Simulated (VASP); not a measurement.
# Sb (Fm-3m) in VASP: a series of runs

The runs below take Sb through single point, with PBEsol.

All numbers are computed with VASP 6.6.1; they aren't measurements. Logs are shortened: lines on timing, memory, paths and dates and some standing lists are left out, and cuts for length are marked.

### 1 The cell of the first run

Symmetry: Fm-3m, No. 225, cubic system. Conventional cell: a = 4.008 Å, b = 4.008 Å, c = 4.008 Å, α = 90.00°, β = 90.00°, γ = 90.00°. Within 3.7 Å of Sb (site symmetry m-3m) lie 12 Sb at 2.83 Å.

### 2 Single point, PBEsol

INCAR reads:

```
  PREC = Accurate
  ENCUT = 520
  EDIFF = 1E-6
  ISMEAR = 0
  SIGMA = 0.1
  LREAL = F
  LASPH = T
  NELM = 60
  ALGO = Normal
  ISIF = 2
  LWAVE = F
  LCHARG = T
  GGA = PS
  LELF = T
  LVHAR = T
  NBANDS = 8
```

KPOINTS reads:

```
regular mesh
0
Gamma
  8 8 8
```

POSCAR reads:

```
Sb
1.0
    0.0000000000      2.0038127289      2.0038127289
    2.0038127289      0.0000000000      2.0038127289
    2.0038127289      2.0038127289      0.0000000000
Sb
1
Direct
    0.0000000000      0.0000000000      0.0000000000
```

Potentials or basis: VASP PAW PBE potentials, release 64 (Sb).

Launch:

```bash
$ cat potpaw_PBE.64/Sb/POTCAR > POTCAR
$ mpirun -np 1 vasp_std > vasp.out
```

OUTCAR:

```text
PREC = Accurate
   ENCUT = 520
   EDIFF = 1E-6
   ISMEAR = 0
   LREAL = F
   LASPH = T
   NELM = 60
   ISIF = 2
   GGA = PS

 ion  position               nearest neighbor table
   1  0.000  0.000  0.000-

  LATTYP: Found a face centered cubic cell.
 ALAT       =     4.0076254578

  Lattice vectors:

 A1 = (   0.0000000000,   2.0038127289,   2.0038127289)
 A2 = (   2.0038127289,   0.0000000000,   2.0038127289)
 A3 = (   2.0038127289,   2.0038127289,   0.0000000000)

Analysis of symmetry for initial positions (statically):
=====================================================================
 Subroutine PRICEL returns:
 Original cell was already a primitive cell.

 Routine SETGRP: Setting up the symmetry group for a
 face centered cubic supercell.

 Subroutine GETGRP returns: Found 48 space group operations
 (whereof 48 operations were pure point group operations)
 out of a pool of 48 trial point group operations.

The static configuration has the point symmetry O_h .

Analysis of symmetry for dynamics (positions and initial velocities):
=====================================================================
 Subroutine PRICEL returns:
 Original cell was already a primitive cell.

 Routine SETGRP: Setting up the symmetry group for a
 face centered cubic supercell.

 Subroutine GETGRP returns: Found 48 space group operations
 (whereof 48 operations were pure point group operations)
 out of a pool of 48 trial point group operations.

The dynamic configuration has the point symmetry O_h .

 Subroutine INISYM returns: Found 48 space group operations
 (whereof 48 operations are pure point group operations),
 and found     1 'primitive' translations

----------------------------------------------------------------------------------------

                                     Primitive cell

  volume of cell :      16.0917

  direct lattice vectors                    reciprocal lattice vectors
     0.000000000  2.003812729  2.003812729    -0.249524316  0.249524316  0.249524316
     2.003812729  0.000000000  2.003812729     0.249524316 -0.249524316  0.249524316
     2.003812729  2.003812729  0.000000000     0.249524316  0.249524316 -0.249524316

  length of vectors
     2.833819138  2.833819138  2.833819138     0.432188793  0.432188793  0.432188793

  position of ions in fractional coordinates (direct lattice)
     0.000000000  0.000000000  0.000000000

  ion indices of the primitive-cell ions
   primitive index   ion index
                 1           1

----------------------------------------------------------------------------------------

 KPOINTS: regular mesh

Automatic generation of k-mesh.
 Grid dimensions read from file:
 generate k-points for:    8    8    8

 Generating k-lattice:

  Cartesian coordinates                     Fractional coordinates (reciprocal lattice)
    -0.031190539  0.031190539  0.031190539     0.125000000  0.000000000  0.000000000
     0.031190539 -0.031190539  0.031190539     0.000000000  0.125000000  0.000000000
     0.031190539  0.031190539 -0.031190539     0.000000000  0.000000000  0.125000000

  Length of vectors
     0.054023599  0.054023599  0.054023599

  Shift w.r.t. Gamma in fractional coordinates (k-lattice)
     0.000000000  0.000000000  0.000000000

 Subroutine IBZKPT returns following result:
 ===========================================

 Found     29 irreducible k-points:

 Following reciprocal coordinates:
            Coordinates               Weight
  0.000000  0.000000  0.000000      1.000000
  0.125000  0.000000  0.000000      8.000000
  0.250000  0.000000  0.000000      8.000000
  0.375000  0.000000  0.000000      8.000000
  0.500000  0.000000  0.000000      4.000000
  0.125000  0.125000  0.000000      6.000000
[... 16 lines left out ...]
  0.500000  0.250000  0.125000     48.000000
 -0.375000  0.250000  0.125000     24.000000
 [... further k-points ...]
   k-points           NKPTS =     29   k-points in BZ     NKDIM =     29   number of bands    NBANDS=      8
   number of dos      NEDOS =    301   number of ions     NIONS =      1
   total plane-waves  NPLWV =  13824
   dimension x,y,z NGX =    24 NGY =   24 NGZ =   24
   dimension x,y,z NGXF=    48 NGYF=   48 NGZF=   48
   ions per type =               1
   NGX,Y,Z   is equivalent  to a cutoff of  14.08, 14.08, 14.08 a.u.
   NGXF,Y,Z  is equivalent  to a cutoff of  28.16, 28.16, 28.16 a.u.
 SYSTEM =  unknown system
   PREC   = accura    normal or accurate (medium, high low for compatibility)
   ISTART =      0    job   : 0-new  1-cont  2-samecut
   ICHARG =      2    charge: 1-file 2-atom 10-const
   ISPIN  =      1    spin polarized calculation?
   LNONCOLLINEAR =      F non collinear calculations
   LSORBIT =      F    spin-orbit coupling
   LASPH  =      T    aspherical Exc in radial PAW
   ENCUT  =  520.0 eV  38.22 Ry    6.18 a.u.   5.27  5.27  5.27*2*pi/ulx,y,z
   NELM   =     60;   NELMIN=  2; NELMDL= -5     # of ELM steps
   EDIFF  = 0.1E-05   stopping-criterion for ELM
   LREAL  =      F    real-space projection
   EDIFFG = 0.1E-04   stopping-criterion for IOM
   NSW    =      0    number of steps for IOM
   IBRION =     -1    ionic relax: 0-MD 1-quasi-New 2-CG
   NFREE  =      0    steps in history (QN), initial steepest desc. (CG)
   ISIF   =      2    stress and relaxation
   ISYM   =      2    0-nonsym 1-usesym 2-fastsym
   POTIM  = 0.5000    time-step for ionic-motion
   TEBEG  =    0.0;   TEEND  =   0.0 temperature during run
   PSTRESS=    0.0 pullay stress
   NELECT =       5.0000    total number of electrons
   NUPDOWN=      -1.0000    fix difference up-down
   EMIN   =  10.00;   EMAX   =-10.00  energy-range for DOS
   EFERMI =   0.00;   METHOD = LEGACY
   ISMEAR =     0;   SIGMA  =   0.10  broadening in eV -4-tet -1-fermi 0-gaus
   EFERMI_NEDOS =   21; number of points for ismear=-14 and -15
   IALGO  =     38    algorithm
   IMIX   =      4    mixing-type and parameters
     AMIX     =   0.40;   BMIX     =  1.00
     AMIX_MAG =   1.60;   BMIX_MAG =  1.00
  volume/ion in A,a.u.               =      16.09       108.59
  Fermi-wavevector in a.u.,A,eV,Ry     =   1.108828  2.095382 16.728371  1.229501
  Thomas-Fermi vector in A             =   2.245361
   LORBIT       =      0    0 simple, 1 ext, 2 COOP (PROOUT), +10 PAW based schemes
   GGA     = PS    functional components
   LHFCALC =     F    Hartree Fock is set to
   AEXX    =    0.0000 exact exchange contribution
   IVDW    =     0    specifies the selected vdW correction
   LEPSILON=     F    determine dielectric tensor
   LRPA    =     F    only Hartree local field effects (RPA)
 non-spin polarized calculation
 Gauss-broadening in eV      SIGMA  =   0.10
  energy-cutoff  :      520.00
  volume of cell :       16.09
 maximum number of plane-waves:       445
 NGX is ok and might be reduce to    24
   NGX = 11   NGY = 11   NGZ = 11

 number of electron       5.0000000 magnetization

 Free energy of the ion-electron system (eV)
  ---------------------------------------------------
  ext. energy  EPLUGINS =         0.00000000
  ---------------------------------------------------
  free energy    TOTEN  =        -2.23246309 eV

  energy without entropy =       -2.22820354  energy(sigma->0) =       -2.23033331

 E-fermi :  17.0089     XC(G=0): -12.7126

 val. band max:       16.9576576810   @ k =   0.5000   0.2500   0.1250
 cond. band min:      17.1780340346   @ k =   0.3750   0.2500   0.1250
 fundamental gap:      0.2203763535
 Fermi energy:        17.0089064167

 k-point     1 :       0.0000    0.0000    0.0000
  band No.  band energies     occupation
      1      -1.3891      2.00000
      2      26.4459      0.00000
      3      26.6616      0.00000
      4      26.6616      0.00000
      5      26.6616      0.00000
      6      28.8738      0.00000
      7      28.8738      0.00000
      8      28.8738      0.00000

 k-point     2 :       0.1250    0.0000    0.0000
  band No.  band energies     occupation
      1      -0.9076      2.00000
      2      21.9281      0.00000
      3      25.7210      0.00000
      4      25.7210      0.00000
      5      26.4926      0.00000
      6      30.2955      0.00000
      7      30.2955      0.00000
      8      31.8092      0.00000

 k-point     3 :       0.2500    0.0000    0.0000
  band No.  band energies     occupation
      1       0.5464      2.00000
      2      16.1734      2.00000
      3      24.5608      0.00000
      4      24.5608      0.00000
      5      26.3672      0.00000
      6      29.6146      0.00000
      7      29.6146      0.00000
      8      30.8051      0.00000

 k-point     4 :       0.3750    0.0000    0.0000
  band No.  band energies     occupation
      1       2.9877      2.00000
      2      10.9298      2.00000
      3      23.7682      0.00000
      4      23.7682      0.00000
      5      26.0638      0.00000
      6      28.1021      0.00000
      7      28.1021      0.00000
      8      29.7019      0.00000

 k-point     5 :       0.5000    0.0000    0.0000
  band No.  band energies     occupation
      1       6.0055      2.00000
      2       6.9461      2.00000
      3      23.4789      0.00000
      4      23.4789      0.00000
      5      25.8840      0.00000
      6      27.5880      0.00000
      7      27.5880      0.00000
      8      29.3902      0.00000
[... 177 lines left out ...]
 k-point    22 :       0.3750    0.2500    0.1250
  band No.  band energies     occupation
      1       1.8397      2.00000
      2      17.1780      0.01676
      3      17.3116      0.00002
      4      22.1678      0.00000
      5      26.4348      0.00000
      6      27.0504      0.00000
      7      31.0002      0.00000
      8      33.4341      0.00000

 k-point    23 :       0.5000    0.2500    0.1250
  band No.  band energies     occupation
      1       4.2735      2.00000
      2      12.1511      2.00000
      3      16.9577      1.53140
      4      19.7686      0.00000
      5      26.2913      0.00000
      6      28.9269      0.00000
      7      31.0930      0.00000
      8      34.0309      0.00000

 k-point    24 :      -0.3750    0.2500    0.1250
  band No.  band energies     occupation
      1       7.1744      2.00000
      2       8.3301      2.00000
      3      17.2184      0.00305
      4      18.5716      0.00000
      5      26.1537      0.00000
      6      28.6285      0.00000
      7      34.3294      0.00000
      8      34.5939      0.00000

 [... further k-points ...]
[... 5 lines left out ...]
  --------------------------------------------------------------------------------------
  -------------------------------------------------------------------------------------
  Total       10.2114365     10.2114365     10.2114365     -0.0000000     -0.0000000     -0.0000000
  in kB     1016.7075148   1016.7075148   1016.7075148     -0.0000000     -0.0000000     -0.0000000
  external PRESSURE =    1016.7075148 kB  Pullay stress =       0.0000000 kB

 VOLUME and BASIS-vectors are now :
 -----------------------------------------------------------------------------
  energy-cutoff  :      520.00
  volume of cell :       16.09
      direct lattice vectors                 reciprocal lattice vectors
     0.000000000  2.003812729  2.003812729    -0.249524316  0.249524316  0.249524316
     2.003812729  0.000000000  2.003812729     0.249524316 -0.249524316  0.249524316
     2.003812729  2.003812729  0.000000000     0.249524316  0.249524316 -0.249524316

 POSITION                                       TOTAL-FORCE (eV/Angst)
 -----------------------------------------------------------------------------------
      0.00000      0.00000      0.00000        -0.000000     -0.000000      0.000000
 -----------------------------------------------------------------------------------
    total drift:                                0.000000      0.000000     -0.000000

  FREE ENERGIE OF THE ION-ELECTRON SYSTEM (eV)
  ---------------------------------------------------
  free  energy   TOTEN  =        -2.2324630854 eV

  energy  without entropy=       -2.2282035381  energy(sigma->0) =       -2.23033331
```

Wall time 3.9 s (1 thread of AMD EPYC 7R13 (Zen 3), shared host); peak memory 0.11 GiB.

Results:

| Item | Value |
| --- | --- |
| Free energy | -2.2325 eV |
| Pressure | 101.7 GPa |

Levels at points of the mesh, in eV from the Fermi level:
```
           k point  band 1  band 2  band 3  band 4  band 5  band 6  band 7
(0.00, 0.00, 0.00)  -18.40    9.44    9.65    9.65    9.65   11.86   11.86
(0.50, 0.00, 0.00)  -11.00  -10.06    6.47    6.47    8.88   10.58   10.58
(0.50, 0.50, 0.00)   -8.50   -7.58    0.21    0.21    4.53    5.34   20.62
```

Caveat: the PAW data sets were made with another functional, which shifts forces and pressure a little; spin-orbit coupling is left out, which moves the levels of the heavy elements.

(Continued in part 2 of 2.)
